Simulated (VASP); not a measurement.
# B (P6/mmm) in VASP: single point with r2SCAN

Aim: the single point of B with r2SCAN.

All numbers are computed with VASP 6.6.1; they aren't measurements. Logs are shortened: lines on timing, memory, paths and dates and some standing lists are left out, and cuts for length are marked.

## 1. The cell of the first run

The structure is hexagonal, space group P6/mmm (No. 191). The conventional cell has a = 1.702 Å, b = 1.702 Å, c = 3.635 Å, α = 90.00°, β = 90.00°, γ = 120.00°. B (site symmetry 6/mmm) has 6 B at 1.70 Å within 2.3 Å.

## 2. Single point, r2SCAN

Input file POSCAR:

```
B
1.0
    1.7024335758      0.0000000000      0.0000000000
   -0.8512167879      1.4743507249      0.0000000000
    0.0000000000      0.0000000000      3.6354228500
B
1
Direct
    0.0000000000      0.0000000000      0.0000000000
```

Input file INCAR.step1:

```
PREC = Accurate ; ENCUT = 550
ISMEAR = 0 ; SIGMA = 0.1
LREAL = F ; LASPH = T
NELM = 120 ; NBANDS = 8
GGA = PE ; ALGO = Normal
EDIFF = 1E-5 ; LWAVE = T
LCHARG = F ; GGA_COMPAT = F
```

Input file INCAR.step2:

```
PREC = Accurate ; ENCUT = 550
EDIFF = 1E-6 ; ISMEAR = 0
SIGMA = 0.1 ; LREAL = F
LASPH = T ; NELM = 120
ALGO = Normal ; ISIF = 2
LWAVE = F ; LCHARG = F
METAGGA = R2SCAN ; LMIXTAU = T
NBANDS = 8 ; ISTART = 1
GGA_COMPAT = F
```

Input file KPOINTS:

```
Automatic mesh
0
Gamma
  12 12 6
```

Potentials or basis: VASP PAW PBE potentials, release 64 (B).

Command:

```console
cat potpaw_PBE.64/B/POTCAR > POTCAR
cp INCAR.step1 INCAR
mpirun -np 1 vasp_std > vasp.out
cp INCAR.step2 INCAR
mpirun -np 1 vasp_std > vasp.out
```

OUTCAR:

```text
PREC = Accurate
   ENCUT = 550
   EDIFF = 1E-6
   ISMEAR = 0
   LREAL = F
   LASPH = T
   NELM = 120
   ISIF = 2
   METAGGA = R2SCAN
   ISTART = 1

 ion  position               nearest neighbor table
   1  0.000  0.000  0.000-

  LATTYP: Found a hexagonal cell.
 ALAT       =     1.7024335758
 C/A-ratio  =     2.1354271331

  Lattice vectors:

 A1 = (   1.7024335758,   0.0000000000,   0.0000000000)
 A2 = (  -0.8512167879,   1.4743507249,   0.0000000000)
 A3 = (   0.0000000000,   0.0000000000,   3.6354228500)

Analysis of symmetry for initial positions (statically):
=====================================================================
 Subroutine PRICEL returns:
 Original cell was already a primitive cell.

 Routine SETGRP: Setting up the symmetry group for a
 hexagonal supercell.

 Subroutine GETGRP returns: Found 24 space group operations
 (whereof 24 operations were pure point group operations)
 out of a pool of 24 trial point group operations.

The static configuration has the point symmetry D_6h.

Analysis of symmetry for dynamics (positions and initial velocities):
=====================================================================
 Subroutine PRICEL returns:
 Original cell was already a primitive cell.

 Routine SETGRP: Setting up the symmetry group for a
 hexagonal supercell.

 Subroutine GETGRP returns: Found 24 space group operations
 (whereof 24 operations were pure point group operations)
 out of a pool of 24 trial point group operations.

The dynamic configuration has the point symmetry D_6h.

 Subroutine INISYM returns: Found 24 space group operations
 (whereof 24 operations are pure point group operations),
 and found     1 'primitive' translations

----------------------------------------------------------------------------------------

                                     Primitive cell

  volume of cell :       9.1249

  direct lattice vectors                    reciprocal lattice vectors
     1.702433576  0.000000000  0.000000000     0.587394430  0.339132332  0.000000000
    -0.851216788  1.474350725  0.000000000     0.000000000  0.678264665  0.000000000
     0.000000000  0.000000000  3.635422850     0.000000000  0.000000000  0.275071165

  length of vectors
     1.702433576  1.702433576  3.635422850     0.678264665  0.678264665  0.275071165

  position of ions in fractional coordinates (direct lattice)
     0.000000000  0.000000000  0.000000000

  ion indices of the primitive-cell ions
   primitive index   ion index
                 1           1

----------------------------------------------------------------------------------------

 KPOINTS: Automatic mesh

Automatic generation of k-mesh.
 Grid dimensions read from file:
 generate k-points for:   12   12    6

 Generating k-lattice:

  Cartesian coordinates                     Fractional coordinates (reciprocal lattice)
     0.048949536  0.028261028  0.000000000     0.083333333 -0.000000000  0.000000000
     0.000000000  0.056522055  0.000000000     0.000000000  0.083333333  0.000000000
     0.000000000  0.000000000  0.045845194     0.000000000  0.000000000  0.166666667

  Length of vectors
     0.056522055  0.056522055  0.045845194

  Shift w.r.t. Gamma in fractional coordinates (k-lattice)
     0.000000000  0.000000000  0.000000000

 Subroutine IBZKPT returns following result:
 ===========================================

 Found     76 irreducible k-points:

 Following reciprocal coordinates:
            Coordinates               Weight
  0.000000  0.000000  0.000000      1.000000
  0.083333  0.000000  0.000000      6.000000
  0.166667  0.000000  0.000000      6.000000
  0.250000 -0.000000  0.000000      6.000000
  0.333333  0.000000  0.000000      6.000000
  0.416667  0.000000  0.000000      6.000000
[... 16 lines left out ...]
  0.250000 -0.000000  0.166667     12.000000
  0.333333  0.000000  0.166667     12.000000
 [... further k-points ...]
   k-points           NKPTS =     76   k-points in BZ     NKDIM =     76   number of bands    NBANDS=      8
   number of dos      NEDOS =    301   number of ions     NIONS =      1
   total plane-waves  NPLWV =   5488
   dimension x,y,z NGX =    14 NGY =   14 NGZ =   28
   dimension x,y,z NGXF=    28 NGYF=   28 NGZF=   56
   ions per type =               1
   NGX,Y,Z   is equivalent  to a cutoff of  13.67, 13.67, 12.80 a.u.
   NGXF,Y,Z  is equivalent  to a cutoff of  27.34, 27.34, 25.61 a.u.
 SYSTEM =  unknown system
   PREC   = accura    normal or accurate (medium, high low for compatibility)
   ISTART =      1    job   : 0-new  1-cont  2-samecut
   ICHARG =      0    charge: 1-file 2-atom 10-const
   ISPIN  =      1    spin polarized calculation?
   LNONCOLLINEAR =      F non collinear calculations
   LSORBIT =      F    spin-orbit coupling
   LASPH  =      T    aspherical Exc in radial PAW
   ENCUT  =  550.0 eV  40.42 Ry    6.36 a.u.   3.26  3.26  6.95*2*pi/ulx,y,z
   NELM   =    120;   NELMIN=  2; NELMDL=  0     # of ELM steps
   EDIFF  = 0.1E-05   stopping-criterion for ELM
   LREAL  =      F    real-space projection
   EDIFFG = 0.1E-04   stopping-criterion for IOM
   NSW    =      0    number of steps for IOM
   IBRION =     -1    ionic relax: 0-MD 1-quasi-New 2-CG
   NFREE  =      0    steps in history (QN), initial steepest desc. (CG)
   ISIF   =      2    stress and relaxation
   ISYM   =      2    0-nonsym 1-usesym 2-fastsym
   POTIM  = 0.5000    time-step for ionic-motion
   TEBEG  =    0.0;   TEEND  =   0.0 temperature during run
   PSTRESS=    0.0 pullay stress
   NELECT =       3.0000    total number of electrons
   NUPDOWN=      -1.0000    fix difference up-down
   EMIN   =  10.00;   EMAX   =-10.00  energy-range for DOS
   EFERMI =   0.00;   METHOD = LEGACY
   ISMEAR =     0;   SIGMA  =   0.10  broadening in eV -4-tet -1-fermi 0-gaus
   EFERMI_NEDOS =   21; number of points for ismear=-14 and -15
   IALGO  =     38    algorithm
   IMIX   =      4    mixing-type and parameters
     AMIX     =   0.40;   BMIX     =  1.00
     AMIX_MAG =   1.60;   BMIX_MAG =  1.00
  volume/ion in A,a.u.               =       9.12        61.58
  Fermi-wavevector in a.u.,A,eV,Ry     =   1.129900  2.135201 17.370199  1.276674
  Thomas-Fermi vector in A             =   2.266595
   LORBIT       =      0    0 simple, 1 ext, 2 COOP (PROOUT), +10 PAW based schemes
   METAGGA = R2SCAN    functional components
   LHFCALC =     F    Hartree Fock is set to
   AEXX    =    0.0000 exact exchange contribution
   IVDW    =     0    specifies the selected vdW correction
   LEPSILON=     F    determine dielectric tensor
   LRPA    =     F    only Hartree local field effects (RPA)
 non-spin polarized calculation
 Gauss-broadening in eV      SIGMA  =   0.10
  energy-cutoff  :      550.00
  volume of cell :        9.12
 maximum number of plane-waves:       278
 NGX is ok and might be reduce to    14
   NGX =  7   NGY =  7   NGZ = 13

 number of electron       3.0000000 magnetization

 Free energy of the ion-electron system (eV)
  ---------------------------------------------------
  ext. energy  EPLUGINS =         0.00000000
  ---------------------------------------------------
  free energy    TOTEN  =        -6.57221988 eV

  energy without entropy =       -6.56827894  energy(sigma->0) =       -6.57024941

 E-fermi :   5.4008     XC(G=0): -10.7491

 val. band max:        5.3862779094   @ k =   0.3333   0.2500   0.5000
 cond. band min:       5.4363476219   @ k =   0.2500   0.1667   0.5000
 fundamental gap:      0.0500697125
 Fermi energy:         5.4007911792

 k-point     1 :       0.0000    0.0000    0.0000
  band No.  band energies     occupation
      1     -12.9082      2.00000
      2      -1.7650      2.00000
      3       7.9346      0.00000
      4      32.2414      0.00000
      5      32.2414      0.00000
      6      32.9329      0.00000
      7      38.7088      0.00000
      8      53.6887      0.00000

 k-point     2 :       0.0833    0.0000    0.0000
  band No.  band energies     occupation
      1     -12.5614      2.00000
      2      -1.2780      2.00000
      3       8.3454      0.00000
      4      30.3743      0.00000
      5      31.1718      0.00000
      6      33.3003      0.00000
      7      39.6704      0.00000
      8      48.8365      0.00000

 k-point     3 :       0.1667    0.0000    0.0000
  band No.  band energies     occupation
      1     -11.5286      2.00000
      2       0.1770      2.00000
      3       9.5547      0.00000
      4      25.8919      0.00000
      5      28.8366      0.00000
      6      34.2458      0.00000
      7      40.6817      0.00000
      8      46.5167      0.00000

 k-point     4 :       0.2500   -0.0000    0.0000
  band No.  band energies     occupation
      1      -9.8410      2.00000
      2       2.5777      2.00000
      3      11.3717      0.00000
      4      20.4958      0.00000
      5      26.4126      0.00000
      6      34.4954      0.00000
      7      40.7105      0.00000
      8      42.7749      0.00000

 k-point     5 :       0.3333    0.0000    0.0000
  band No.  band energies     occupation
      1      -7.5984      2.00000
      2       5.8567      0.00000
      3      11.8538      0.00000
      4      17.4371      0.00000
      5      24.4737      0.00000
      6      30.0325      0.00000
      7      38.1482      0.00000
      8      41.0425      0.00000

 k-point     6 :       0.4167    0.0000    0.0000
  band No.  band energies     occupation
      1      -5.1586      2.00000
      2       8.5101      0.00000
      3       9.7438      0.00000
      4      20.1590      0.00000
      5      23.2508      0.00000
      6      23.9011      0.00000
      7      31.1453      0.00000
      8      41.6013      0.00000

 k-point     7 :       0.5000   -0.0000    0.0000
  band No.  band energies     occupation
      1      -3.8306      2.00000
      2       6.5892      0.00000
      3      12.3703      0.00000
      4      20.4296      0.00000
      5      22.8349      0.00000
      6      24.1855      0.00000
      7      25.9585      0.00000
      8      41.8673      0.00000
[... 133 lines left out ...]
 k-point    20 :       0.0000    0.0000    0.1667
  band No.  band energies     occupation
      1     -12.8313      2.00000
      2      -2.3457      2.00000
      3       9.2463      0.00000
      4      28.6943      0.00000
      5      32.2435      0.00000
      6      32.2435      0.00000
      7      43.3569      0.00000
      8      53.7188      0.00000

 k-point    21 :       0.0833    0.0000    0.1667
  band No.  band energies     occupation
      1     -12.4865      2.00000
      2      -1.8588      2.00000
      3       9.6587      0.00000
      4      28.4980      0.00000
      5      31.1747      0.00000
      6      31.2703      0.00000
      7      43.8826      0.00000
      8      48.8912      0.00000

 k-point    22 :       0.1667    0.0000    0.1667
  band No.  band energies     occupation
      1     -11.4595      2.00000
      2      -0.4032      2.00000
      3      10.8664      0.00000
      4      25.5132      0.00000
      5      28.8408      0.00000
      6      31.0741      0.00000
      7      43.3807      0.00000
      8      46.7033      0.00000

 k-point    23 :       0.2500   -0.0000    0.1667
  band No.  band energies     occupation
      1      -9.7812      2.00000
      2       2.0011      2.00000
      3      12.6210      0.00000
      4      20.4523      0.00000
      5      26.4175      0.00000
      6      32.1344      0.00000
      7      39.1663      0.00000
      8      43.7514      0.00000

 k-point    24 :       0.3333    0.0000    0.1667
  band No.  band energies     occupation
      1      -7.5513      2.00000
      2       5.2912      1.87885
      3      12.3988      0.00000
      4      18.1330      0.00000
      5      24.4789      0.00000
      6      29.4949      0.00000
      7      36.4384      0.00000
      8      39.7839      0.00000

 [... further k-points ...]

------------------------ aborting loop because EDIFF is reached ----------------------------------------

  FORCE on cell =-STRESS in cart. coord.  units (eV):
  Direction    XX          YY          ZZ          XY          YZ          ZX
  --------------------------------------------------------------------------------------
  -------------------------------------------------------------------------------------
  Total        0.2039000      0.2039000      0.1343110      0.0000000     -0.0000000      0.0000000
  in kB       35.8015480     35.8015480     23.5828422      0.0000000     -0.0000000      0.0000000
  external PRESSURE =      31.7286460 kB  Pullay stress =       0.0000000 kB

 VOLUME and BASIS-vectors are now :
 -----------------------------------------------------------------------------
  energy-cutoff  :      550.00
  volume of cell :        9.12
      direct lattice vectors                 reciprocal lattice vectors
     1.702433576  0.000000000  0.000000000     0.587394430  0.339132332  0.000000000
    -0.851216788  1.474350725  0.000000000     0.000000000  0.678264665  0.000000000
     0.000000000  0.000000000  3.635422850     0.000000000  0.000000000  0.275071165

 POSITION                                       TOTAL-FORCE (eV/Angst)
 -----------------------------------------------------------------------------------
      0.00000      0.00000      0.00000        -0.000000      0.000000      0.000000
 -----------------------------------------------------------------------------------
    total drift:                               -0.000000     -0.000000     -0.000000

  FREE ENERGIE OF THE ION-ELECTRON SYSTEM (eV)
  ---------------------------------------------------
  free  energy   TOTEN  =        -6.5722198751 eV

  energy  without entropy=       -6.5682789427  energy(sigma->0) =       -6.57024941
```

Run time: 24 s. Hardware: 1 thread of Intel Xeon Platinum 8259CL at 2.50GHz (Skylake/Cascade Lake), shared host; peak memory 0.11 GiB.

Results:

```yaml
Free_energy: -6.5722 eV
Pressure: 3.2 GPa
```

Stress tensor (GPa, compression positive):
```
3.58 0.00 0.00
0.00 3.58 0.00
0.00 0.00 2.36
```

Caveat: the PAW data sets were made with another functional, which shifts forces and pressure a little.
